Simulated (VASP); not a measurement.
Here is a VASP 6.6.1 calculation.

File INCAR:

```
PREC = Accurate ; ENCUT = 520
EDIFF = 1E-6 ; ISMEAR = 0
SIGMA = 0.01 ; LREAL = False
LASPH = True ; NELM = 60
ALGO = Normal ; ISIF = 2
LWAVE = False ; LCHARG = False
GGA = PE ; NBANDS = 11
```

The input KPOINTS:

```
regular mesh
0
Gamma
  3 3 3
```

Contents of POSCAR:

```
MgO
1.0
    0.0000000000      2.1021680256      2.1021680256
    2.1021680256      0.0000000000      2.1021680256
    2.1021680256      2.1021680256      0.0000000000
Mg O
1 1
Direct
    0.0000000000      0.0000000000      0.0000000000
    0.5000000000      0.5000000000      0.5000000000
```

Potentials or basis: VASP PAW PBE potentials, release 64 (Mg, O).

Launch:

```sh
$ cat potpaw_PBE.64/Mg/POTCAR potpaw_PBE.64/O/POTCAR > POTCAR
$ mpirun -np 1 vasp_std > vasp.out
```

Q: Estimate the band gap on the k mesh.

A: 4.74 eV, direct.

Q: Estimate the pressure.

A: 5.4 GPa.

Caveat: the k points lie up to 0.86 Å⁻¹ apart. A hybrid or GW would open this gap; PBE tends to underestimate it.
